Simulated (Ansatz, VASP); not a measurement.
# One calculation of WS2, two programs

File INCAR:

```
SYSTEM = WS2
ALGO = Normal ; EDIFF = 1E-6
ENCUT = 520 ; GGA = PE
ISIF = 2 ; ISMEAR = 0
LASPH = .TRUE. ; LCHARG = .TRUE.
LELF = .TRUE. ; LREAL = .FALSE.
LVHAR = .TRUE. ; LWAVE = .FALSE.
NBANDS = 20 ; NELM = 60
PREC = Accurate ; SIGMA = 0.05
```

The input KPOINTS:

```
k-points
0
G
  24 24 1
  0 0 0
```

The input POSCAR:

```
WS2
1.0
    3.1829541700      0.0000000000      0.0000000000
   -1.5914770800      2.7565191700      0.0000000000
    0.0000000000      0.0000000000     16.1191469100
W S
1 2
Direct
    0.0000000000      0.0000000000      0.5000000000
    0.3333333300      0.6666666700      0.5967681700
    0.3333333300      0.6666666700      0.4032318300
```

Input for Ansatz:

```yaml
crystal:
  lattice:
    - [3.18295417, 0.0, 0.0]
    - [-1.59147708, 2.75651917, 0.0]
    - [0.0, 0.0, 16.11914691]
  atoms:
    - { symbol: W, position: [0.0, 0.0, 0.5] }
    - { symbol: S, position: [0.33333333, 0.66666667, 0.59676817] }
    - { symbol: S, position: [0.33333333, 0.66666667, 0.40323183] }
basis:
  ecutwfc: 420
kpoints:
  mp_grid: { grid: [24, 24, 1] }
hamiltonian:
  xc: pbe
scf:
  occupations: { method: gaussian, width: 0.05 }
output:
  forces: true
  eigenvalues: true
  eigenstates:
    nscf_kmesh: { grid: [72, 72, 1] }
    top_band: c6
    de_dk: true
    localisation: true
checkpoint:
  write: ck
  compress: false
  write_wavefunctions: false
  write_every: 100000
```

Alike in both runs: task single point; functional PBE; k mesh 24 × 24 × 1; occupations gaussian, width 0.05 eV; no spin polarisation.

|  | VASP | Ansatz |
| --- | --- | --- |
| version | VASP 6.6.1 | Ansatz 0.2.0 |
| potentials or method | VASP PAW PBE potentials, release 64 (W_sv, S), cutoff 520 eV | scalar-relativistic, plane waves, PAW |
| valence electrons in the cell | 26 | 26 |

|  | VASP | Ansatz | Ansatz less VASP |
| --- | --- | --- | --- |
| gap on the k mesh at the Fermi level (eV) | 1.80 | 1.79 | -0.008 |
| rms of the force components (eV/Å) | 0.123 | 0.121 | -0.0017 |

Atom by atom the forces differ by 0.002 eV/Å (rms over components).

Neither program's run includes spin-orbit coupling.
